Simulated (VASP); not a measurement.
# PbS (Galena) (Fm-3m) in VASP: settings compared

Aim: see how the results for PbS (Galena) move with the level of theory and the settings. Levels: revPBE+D3(BJ), BLYP+D4. Tasks: single point.

Program: VASP 6.6.1. These are calculated values, not measurements. Logs are shortened: lines on timing, memory, paths and dates and some standing lists are left out, and cuts for length are marked.

### 1 The cell of the first run

Symmetry: Fm-3m, No. 225, cubic system. Conventional cell: a = 5.931 Å, b = 5.931 Å, c = 5.931 Å, α = 90.00°, β = 90.00°, γ = 90.00°. Pb (site symmetry m-3m) has 6 S at 2.97 Å within 3.9 Å. S (site symmetry m-3m) has 6 Pb at 2.97 Å within 3.9 Å.

### 2 Single point, revPBE+D3(BJ)

INCAR

```
SYSTEM = PbS
ALGO = Normal
EDIFF = 1E-6
ENCUT = 520
GGA = RE
ISIF = 2
ISMEAR = -1
IVDW = 12
LASPH = .TRUE.
LCHARG = .TRUE.
LELF = .TRUE.
LREAL = .FALSE.
LVHAR = .TRUE.
LWAVE = .FALSE.
NBANDS = 17
NELM = 60
PREC = Accurate
SIGMA = 0.05
```

KPOINTS

```
k-points
0
G
  8 8 8
  0 0 0
```

POSCAR

```
PbS
1.0
    0.0000000000      2.9657500000      2.9657500000
    2.9657500000      0.0000000000      2.9657500000
    2.9657500000      2.9657500000      0.0000000000
Pb S
1 1
Direct
    0.0000000000      0.0000000000      0.0000000000
    0.5000000000      0.5000000000      0.5000000000
```

Potentials or basis: VASP PAW PBE potentials, release 64 (Pb_d, S).

On the command line:

```sh
cat potpaw_PBE.64/Pb_d/POTCAR potpaw_PBE.64/S/POTCAR > POTCAR
mpirun -np 1 vasp_std > vasp.out
```

OUTCAR:

```text
SYSTEM = PbS
   EDIFF = 1E-6
   ENCUT = 520
   GGA = RE
   ISIF = 2
   ISMEAR = -1
   IVDW = 12
   LASPH = .TRUE.
   LREAL = .FALSE.
   NELM = 60
   PREC = Accurate
 IVDW          = 12

 ion  position               nearest neighbor table
   1  0.000  0.000  0.000-   2 2.97   2 2.97   2 2.97   2 2.97   2 2.97   2 2.97
   2  0.500  0.500  0.500-   1 2.97   1 2.97   1 2.97   1 2.97   1 2.97   1 2.97

  LATTYP: Found a face centered cubic cell.
 ALAT       =     5.9315000000

  Lattice vectors:

 A1 = (   0.0000000000,   2.9657500000,   2.9657500000)
 A2 = (   2.9657500000,   0.0000000000,   2.9657500000)
 A3 = (   2.9657500000,   2.9657500000,   0.0000000000)

Analysis of symmetry for initial positions (statically):
=====================================================================
 Subroutine PRICEL returns:
 Original cell was already a primitive cell.

 Routine SETGRP: Setting up the symmetry group for a
 face centered cubic supercell.

 Subroutine GETGRP returns: Found 48 space group operations
[... 9 lines left out ...]

 Routine SETGRP: Setting up the symmetry group for a
 face centered cubic supercell.

 Subroutine GETGRP returns: Found 48 space group operations
[... 11 lines left out ...]
                                     Primitive cell

  volume of cell :      52.1715

  direct lattice vectors                    reciprocal lattice vectors
     0.000000000  2.965750000  2.965750000    -0.168591419  0.168591419  0.168591419
     2.965750000  0.000000000  2.965750000     0.168591419 -0.168591419  0.168591419
     2.965750000  2.965750000  0.000000000     0.168591419  0.168591419 -0.168591419

  length of vectors
     4.194203873  4.194203873  4.194203873     0.292008903  0.292008903  0.292008903

  position of ions in fractional coordinates (direct lattice)
     0.000000000  0.000000000  0.000000000
     0.500000000  0.500000000  0.500000000

  ion indices of the primitive-cell ions
   primitive index   ion index
                 1           1
                 2           2

----------------------------------------------------------------------------------------

 KPOINTS: k-points

Automatic generation of k-mesh.
 Grid dimensions read from file:
 generate k-points for:    8    8    8

 Generating k-lattice:

  Cartesian coordinates                     Fractional coordinates (reciprocal lattice)
    -0.021073927  0.021073927  0.021073927     0.125000000  0.000000000  0.000000000
     0.021073927 -0.021073927  0.021073927     0.000000000  0.125000000  0.000000000
     0.021073927  0.021073927 -0.021073927     0.000000000  0.000000000  0.125000000

  Length of vectors
     0.036501113  0.036501113  0.036501113

  Shift w.r.t. Gamma in fractional coordinates (k-lattice)
     0.000000000  0.000000000  0.000000000

 Subroutine IBZKPT returns following result:
 ===========================================

 Found     29 irreducible k-points:

 Following reciprocal coordinates:
            Coordinates               Weight
  0.000000  0.000000  0.000000      1.000000
  0.125000  0.000000  0.000000      8.000000
  0.250000  0.000000  0.000000      8.000000
  0.375000  0.000000  0.000000      8.000000
  0.500000  0.000000  0.000000      4.000000
  0.125000  0.125000  0.000000      6.000000
[... 16 lines left out ...]
  0.500000  0.250000  0.125000     48.000000
 -0.375000  0.250000  0.125000     24.000000
 [... further k-points ...]
   k-points           NKPTS =     29   k-points in BZ     NKDIM =     29   number of bands    NBANDS=     17
   number of dos      NEDOS =    301   number of ions     NIONS =      2
   total plane-waves  NPLWV =  32768
   dimension x,y,z NGX =    32 NGY =   32 NGZ =   32
   dimension x,y,z NGXF=    64 NGYF=   64 NGZF=   64
   ions per type =               1   1
   NGX,Y,Z   is equivalent  to a cutoff of  12.68, 12.68, 12.68 a.u.
   NGXF,Y,Z  is equivalent  to a cutoff of  25.37, 25.37, 25.37 a.u.
 SYSTEM =  PbS
   PREC   = accura    normal or accurate (medium, high low for compatibility)
   ISTART =      0    job   : 0-new  1-cont  2-samecut
   ICHARG =      2    charge: 1-file 2-atom 10-const
   ISPIN  =      1    spin polarized calculation?
   LNONCOLLINEAR =      F non collinear calculations
   LSORBIT =      F    spin-orbit coupling
   LASPH  =      T    aspherical Exc in radial PAW
   ENCUT  =  520.0 eV  38.22 Ry    6.18 a.u.   7.80  7.80  7.80*2*pi/ulx,y,z
   NELM   =     60;   NELMIN=  2; NELMDL= -5     # of ELM steps
   EDIFF  = 0.1E-05   stopping-criterion for ELM
   LREAL  =      F    real-space projection
   EDIFFG = 0.1E-04   stopping-criterion for IOM
   NSW    =      0    number of steps for IOM
   IBRION =     -1    ionic relax: 0-MD 1-quasi-New 2-CG
   NFREE  =      0    steps in history (QN), initial steepest desc. (CG)
   ISIF   =      2    stress and relaxation
   ISYM   =      2    0-nonsym 1-usesym 2-fastsym
   POTIM  = 0.5000    time-step for ionic-motion
   TEBEG  =    0.0;   TEEND  =   0.0 temperature during run
   PSTRESS=    0.0 pullay stress
   NELECT =      20.0000    total number of electrons
   NUPDOWN=      -1.0000    fix difference up-down
   EMIN   =  10.00;   EMAX   =-10.00  energy-range for DOS
   EFERMI =   0.00;   METHOD = LEGACY
   ISMEAR =    -1;   SIGMA  =   0.05  broadening in eV -4-tet -1-fermi 0-gaus
   EFERMI_NEDOS =   21; number of points for ismear=-14 and -15
   IALGO  =     38    algorithm
   IMIX   =      4    mixing-type and parameters
     AMIX     =   0.40;   BMIX     =  1.00
     AMIX_MAG =   1.60;   BMIX_MAG =  1.00
  volume/ion in A,a.u.               =      26.09       176.04
  Fermi-wavevector in a.u.,A,eV,Ry     =   1.189251  2.247359 19.242973  1.414319
  Thomas-Fermi vector in A             =   2.325363
   LORBIT       =      0    0 simple, 1 ext, 2 COOP (PROOUT), +10 PAW based schemes
   GGA     = RE    functional components
   LHFCALC =     F    Hartree Fock is set to
   AEXX    =    0.0000 exact exchange contribution
   IVDW    =    12    specifies the selected vdW correction
   LEPSILON=     F    determine dielectric tensor
   LRPA    =     F    only Hartree local field effects (RPA)
 non-spin polarized calculation
  energy-cutoff  :      520.00
  volume of cell :       52.17
 maximum number of plane-waves:      1424
   NGX = 15   NGY = 15   NGZ = 15

 number of electron      19.9999998 magnetization

 Free energy of the ion-electron system (eV)
  ---------------------------------------------------
  ext. energy  EPLUGINS =         0.00000000
  ---------------------------------------------------
  free energy    TOTEN  =        -8.14743354 eV

  energy without entropy =       -8.14732596  energy(sigma->0) =       -8.14737975

 E-fermi :   6.1296     XC(G=0):  -9.5629

 val. band max:        5.9126511247   @ k =   0.5000   0.0000   0.0000
 cond. band min:       6.3466062146   @ k =   0.5000   0.0000   0.0000
 fundamental gap:      0.4339550899
 Fermi energy:         6.1296323474

 k-point     1 :       0.0000    0.0000    0.0000
  band No.  band energies     occupation
      1     -10.9655      2.00000
      2     -10.9655      2.00000
      3     -10.9655      2.00000
      4     -10.9457      2.00000
      5     -10.9457      2.00000
      6      -7.6811      2.00000
[... 9 lines left out ...]
     16      12.6706      0.00000
     17      14.6983      0.00000

 k-point     2 :       0.1250    0.0000    0.0000
  band No.  band energies     occupation
      1     -10.9648      2.00000
      2     -10.9623      2.00000
      3     -10.9623      2.00000
      4     -10.9468      2.00000
      5     -10.9468      2.00000
      6      -7.5487      2.00000
[... 9 lines left out ...]
     16      13.0398      0.00000
     17      15.8712      0.00000

 k-point     3 :       0.2500    0.0000    0.0000
  band No.  band energies     occupation
      1     -10.9665      2.00000
      2     -10.9665      2.00000
      3     -10.9633      2.00000
      4     -10.9374      2.00000
      5     -10.9373      2.00000
      6      -7.1811      2.00000
[... 9 lines left out ...]
     16      13.8852      0.00000
     17      17.9073      0.00000

 k-point     4 :       0.3750    0.0000    0.0000
  band No.  band energies     occupation
      1     -10.9760      2.00000
      2     -10.9760      2.00000
      3     -10.9624      2.00000
      4     -10.9226      2.00000
      5     -10.9226      2.00000
      6      -6.7049      2.00000
[... 9 lines left out ...]
     16      15.1008      0.00000
     17      17.7706      0.00000

 k-point     5 :       0.5000    0.0000    0.0000
  band No.  band energies     occupation
      1     -10.9801      2.00000
      2     -10.9801      2.00000
      3     -10.9622      2.00000
      4     -10.9162      2.00000
      5     -10.9162      2.00000
      6      -6.4489      2.00000
[... 9 lines left out ...]
     16      16.0271      0.00000
     17      16.4975      0.00000

 k-point     6 :       0.1250    0.1250    0.0000
  band No.  band energies     occupation
      1     -10.9692      2.00000
      2     -10.9579      2.00000
      3     -10.9571      2.00000
      4     -10.9571      2.00000
      5     -10.9419      2.00000
      6      -7.5023      2.00000
[... 9 lines left out ...]
     16      13.8158      0.00000
     17      15.2113      0.00000
[... 281 lines left out ...]
 k-point    21 :       0.5000    0.5000    0.0000
  band No.  band energies     occupation
      1     -11.0981      2.00000
      2     -10.9903      2.00000
      3     -10.9202      2.00000
      4     -10.9055      2.00000
      5     -10.9055      2.00000
      6      -6.0209      2.00000
[... 9 lines left out ...]
     16      18.1455      0.00000
     17      18.2122      0.00000

 k-point    22 :       0.3750    0.2500    0.1250
  band No.  band energies     occupation
      1     -10.9936      2.00000
      2     -10.9690      2.00000
      3     -10.9534      2.00000
      4     -10.9369      2.00000
      5     -10.9263      2.00000
      6      -6.8626      2.00000
[... 9 lines left out ...]
     16      15.8191      0.00000
     17      16.1038      0.00000

 k-point    23 :       0.5000    0.2500    0.1250
  band No.  band energies     occupation
      1     -11.0088      2.00000
      2     -10.9626      2.00000
      3     -10.9564      2.00000
      4     -10.9316      2.00000
      5     -10.9201      2.00000
      6      -6.4386      2.00000
[... 9 lines left out ...]
     16      16.2240      0.00000
     17      17.2464      0.00000

 k-point    24 :      -0.3750    0.2500    0.1250
  band No.  band energies     occupation
      1     -11.0145      2.00000
      2     -10.9643      2.00000
      3     -10.9488      2.00000
      4     -10.9366      2.00000
      5     -10.9157      2.00000
      6      -6.2246      2.00000
[... 9 lines left out ...]
     16      16.8316      0.00000
     17      17.1436      0.00000

 [... further k-points ...]

------------------------ aborting loop because EDIFF is reached ----------------------------------------

 Edisp (eV)   -1.29510

 E8    (eV) :    -0.9137

  FORCE on cell =-STRESS in cart. coord.  units (eV):
  Direction    XX          YY          ZZ          XY          YZ          ZX
  --------------------------------------------------------------------------------------
  -------------------------------------------------------------------------------------
  Total      -0.15876    -0.15876    -0.15876     0.00000     0.00000    -0.00000
  in kB      -4.87551    -4.87551    -4.87551     0.00000     0.00000    -0.00000
  external pressure =       -4.88 kB  Pullay stress =        0.00 kB

 VOLUME and BASIS-vectors are now :
 -----------------------------------------------------------------------------
  energy-cutoff  :      520.00
  volume of cell :       52.17
      direct lattice vectors                 reciprocal lattice vectors
     0.000000000  2.965750000  2.965750000    -0.168591419  0.168591419  0.168591419
     2.965750000  0.000000000  2.965750000     0.168591419 -0.168591419  0.168591419
     2.965750000  2.965750000  0.000000000     0.168591419  0.168591419 -0.168591419

 POSITION                                       TOTAL-FORCE (eV/Angst)
 -----------------------------------------------------------------------------------
      0.00000      0.00000      0.00000         0.000000     -0.000000     -0.000000
      2.96575      2.96575      2.96575        -0.000000      0.000000      0.000000
 -----------------------------------------------------------------------------------
    total drift:                                0.000000     -0.000000     -0.000000

  FREE ENERGIE OF THE ION-ELECTRON SYSTEM (eV)
  ---------------------------------------------------
  free  energy   TOTEN  =        -9.4425351061 eV

  energy  without entropy=       -9.4424275282  energy(sigma->0) =       -9.44248132
```

It took 24 s on 1 thread of Intel Xeon Platinum 8488C (Sapphire Rapids), shared host; peak memory 0.19 GiB.

Results:

```yaml
Free_energy: -9.4425 eV
Pressure: -0.5 GPa
Band_gap_on_the_k_mesh: 0.43 eV, direct
Dispersion_energy_per_atom: -0.648 eV
```

Levels at points of the mesh, in eV from the valence-band top:
| k point | band 7 | band 8 | band 9 | band 10 | band 11 | band 12 | band 13 | band 14 |
| --- | --- | --- | --- | --- | --- | --- | --- | --- |
| (0.00, 0.00, 0.00) | -6.01 | -2.18 | -2.18 | -2.18 | 5.25 | 5.25 | 5.25 | 6.76 |
| (0.50, 0.00, 0.00) | -8.83 | -1.79 | -1.79 | 0.00 | 0.43 | 2.00 | 2.00 | 8.77 |
| (0.50, 0.50, 0.00) | -7.18 | -5.18 | -3.44 | -3.44 | 3.93 | 5.63 | 5.72 | 5.72 |

Caveat: the PAW data sets were made with another functional, which shifts forces and pressure a little; spin-orbit coupling is left out, which moves the levels of the heavy elements. A k mesh can miss the band edges.

### 3 Single point, revPBE+D3(BJ)

This run uses another cell than the first one, of 26.61 Å³/atom, 1.020 times its volume.

INCAR

```
  PREC = Accurate
  ENCUT = 520
  EDIFF = 1E-6
  ISMEAR = -1
  SIGMA = 0.05
  LREAL = False
  LASPH = True
  NELM = 80
  ALGO = Normal
  ISIF = 2
  LWAVE = False
  LCHARG = True
  GGA = RE
  IVDW = 12
  LELF = True
  LVHAR = True
  NBANDS = 17
```

KPOINTS

```
Automatic mesh
0
Gamma
  8 8 8
```

POSCAR

```
PbS
1.0
    0.0000000000      2.9853913009      2.9853913009
    2.9853913009      0.0000000000      2.9853913009
    2.9853913009      2.9853913009      0.0000000000
Pb S
1 1
Direct
    0.0000000000      0.0000000000      0.0000000000
    0.5000000000      0.5000000000      0.5000000000
```

Potentials or basis: VASP PAW PBE potentials, release 64 (Pb_d, S).

On the command line:

```sh
cat potpaw_PBE.64/Pb_d/POTCAR potpaw_PBE.64/S/POTCAR > POTCAR
mpirun -np 1 vasp_std > vasp.out
```

Run time: 22 s. Hardware: 1 thread of Intel Xeon Platinum 8488C (Sapphire Rapids), shared host; peak memory 0.19 GiB.

The run converged. Its results:

```
Free energy                : -9.4364 eV
Pressure                   : -1.5 GPa
Band gap on the k mesh     : 0.51 eV, direct
Dispersion energy per atom : -0.635 eV
```

Levels at points of the mesh, in eV from the valence-band top:
```tsv
k point	band 6	band 7	band 8	band 9	band 10	band 11	band 12	band 13	band 14	band 15
(0.00, 0.00, 0.00)	-13.39	-6.03	-2.06	-2.06	-2.06	5.22	5.22	5.22	6.83	6.83
(0.50, 0.00, 0.00)	-12.21	-8.69	-1.69	-1.69	0.00	0.51	2.06	2.06	8.77	10.17
(0.50, 0.50, 0.00)	-11.82	-7.13	-4.98	-3.29	-3.29	4.04	5.58	5.67	5.67	11.15
```

Caveat: the PAW data sets were made with another functional, which shifts forces and pressure a little; spin-orbit coupling is left out, which moves the levels of the heavy elements.

### 4 Single point, BLYP+D4

INCAR

```
SYSTEM = PbS
  PREC = Accurate
  ENCUT = 520
  EDIFF = 1E-6
  ISMEAR = -1
  SIGMA = 0.05
  LREAL = .FALSE.
  LASPH = .TRUE.
  NELM = 100
  ALGO = Normal
  ISIF = 2
  LWAVE = .FALSE.
  LCHARG = .FALSE.
  GGA = B5
  ALDAX = 1.0
  AGGAX = 1.0
  AGGAC = 1.0
  ALDAC = 0.0
  IVDW = 13
  VDW_S6 = 1.0
  VDW_S8 = 2.34076671
  VDW_A1 = 0.44488865
  VDW_A2 = 4.0933009
  NBANDS = 17
```

KPOINTS

```
Automatic mesh
0
G
  8 8 8
  0 0 0
```

POSCAR

```
PbS
1.0
    0.0000000000      2.9657500000      2.9657500000
    2.9657500000      0.0000000000      2.9657500000
    2.9657500000      2.9657500000      0.0000000000
Pb S
1 1
Direct
    0.0000000000      0.0000000000      0.0000000000
    0.5000000000      0.5000000000      0.5000000000
```

On the command line:

```sh
cat potpaw_PBE.64/Pb_d/POTCAR potpaw_PBE.64/S/POTCAR > POTCAR
mpirun -np 1 vasp_std > vasp.out
```

Wall time 36 s (1 thread of Intel Xeon Platinum 8488C (Sapphire Rapids), shared host); peak memory 0.18 GiB.

The run converged. Its results:

| Item | Value |
| --- | --- |
| Free energy | -9.0768 eV |
| Pressure | 1.9 GPa |
| Band gap on the k mesh | 0.48 eV, direct |
| Dispersion energy per atom | -0.707 eV |

Levels at points of the mesh, in eV from the valence-band top:
| k point | band 7 | band 8 | band 9 | band 10 | band 11 | band 12 | band 13 | band 14 |
| --- | --- | --- | --- | --- | --- | --- | --- | --- |
| (0.00, 0.00, 0.00) | -6.11 | -2.14 | -2.14 | -2.14 | 5.12 | 5.12 | 5.12 | 6.94 |
| (0.50, 0.00, 0.00) | -8.88 | -1.73 | -1.73 | 0.00 | 0.48 | 1.97 | 1.97 | 9.01 |
| (0.50, 0.50, 0.00) | -7.29 | -5.09 | -3.39 | -3.39 | 4.18 | 5.59 | 5.62 | 5.62 |

Caveat: the PAW data sets were made with another functional, which shifts forces and pressure a little; spin-orbit coupling is left out, which moves the levels of the heavy elements.

### 5 Single point, BLYP+D4

This run uses another cell than the first one, of 26.61 Å³/atom, 1.020 times its volume.

INCAR

```
SYSTEM = PbS
AGGAC    = 1.0          
AGGAX    = 1.0          
ALDAC    = 0.0          
ALDAX    = 1.0          
ALGO     = Normal         ! electronic algorithm
EDIFF    = 1E-6           ! SCF threshold, eV
ENCUT    = 520            ! plane-wave cutoff, eV
GGA      = B5             ! functional
ISIF     = 2              ! what is computed and relaxed
ISMEAR   = -1             ! smearing method
IVDW     = 13             ! dispersion correction
LASPH    = .TRUE.         ! aspherical terms in the spheres
LCHARG   = .TRUE.         ! write CHGCAR
LELF     = .TRUE.         ! ELF
LREAL    = .FALSE.        ! projectors in reciprocal space
LVHAR    = .TRUE.       
LWAVE    = .FALSE.        ! write WAVECAR
NBANDS   = 17             ! bands
NELM     = 80             ! most SCF steps
PREC     = Accurate       ! precision mode
SIGMA    = 0.05           ! smearing width, eV
VDW_A1   = 0.44488865   
VDW_A2   = 4.0933009    
VDW_S6   = 1.0          
VDW_S8   = 2.34076671
```

KPOINTS

```
k-points
0
G
  8 8 8
  0 0 0
```

POSCAR

```
PbS
1.0
    0.0000000000      2.9853913009      2.9853913009
    2.9853913009      0.0000000000      2.9853913009
    2.9853913009      2.9853913009      0.0000000000
Pb S
1 1
Direct
    0.0000000000      0.0000000000      0.0000000000
    0.5000000000      0.5000000000      0.5000000000
```

On the command line:

```sh
cat potpaw_PBE.64/Pb_d/POTCAR potpaw_PBE.64/S/POTCAR > POTCAR
mpirun -np 1 vasp_std > vasp.out
```

Wall time 34 s (1 thread of Intel Xeon Platinum 8488C (Sapphire Rapids), shared host); peak memory 0.18 GiB.

It converged, with:

| Quantity | Value |
| --- | --- |
| Free energy | -9.0863 eV |
| Pressure | 0.8 GPa |
| Band gap on the k mesh | 0.54 eV, direct |
| Dispersion energy per atom | -0.695 eV |

Levels at points of the mesh, in eV from the valence-band top:
```
           k point  band 6  band 7  band 8  band 9  band 10  band 11  band 12  band 13  band 14  band 15
(0.00, 0.00, 0.00)  -13.36   -6.12   -2.03   -2.03    -2.03     5.08     5.08     5.08     7.01     7.01
(0.50, 0.00, 0.00)  -12.17   -8.75   -1.63   -1.63     0.00     0.54     2.03     2.03     9.00    10.30
(0.50, 0.50, 0.00)  -11.78   -7.24   -4.91   -3.24    -3.24     4.28     5.54     5.56     5.56    11.28
```

Caveat: the PAW data sets were made with another functional, which shifts forces and pressure a little; spin-orbit coupling is left out, which moves the levels of the heavy elements. A k mesh can miss the band edges.

### 6 Overview

```tsv
level	cell	gap on the mesh (eV)	pressure (GPa)
revPBE+D3(BJ)	a = 4.194 Å, angles 60.0°, 2 atoms	0.43	-0.5
revPBE+D3(BJ)	a = 4.222 Å, angles 60.0°, 2 atoms	0.51	-1.5
BLYP+D4	a = 4.194 Å, angles 60.0°, 2 atoms	0.48	1.9
BLYP+D4	a = 4.222 Å, angles 60.0°, 2 atoms	0.54	0.8
```

Alike in all rows: task single point; potentials or basis VASP PAW PBE potentials, release 64 (Pb_d, S); no spin polarisation; k mesh 8 × 8 × 8; cutoff (eV) 520; smearing fermi-dirac 0.05 eV.

Caveats: the PAW data sets were made with another functional, which shifts forces and pressure a little; spin-orbit coupling is left out, which moves the levels of the heavy elements.

Total energies depend on the potentials used, so only differences within one code and one set of settings carry meaning.
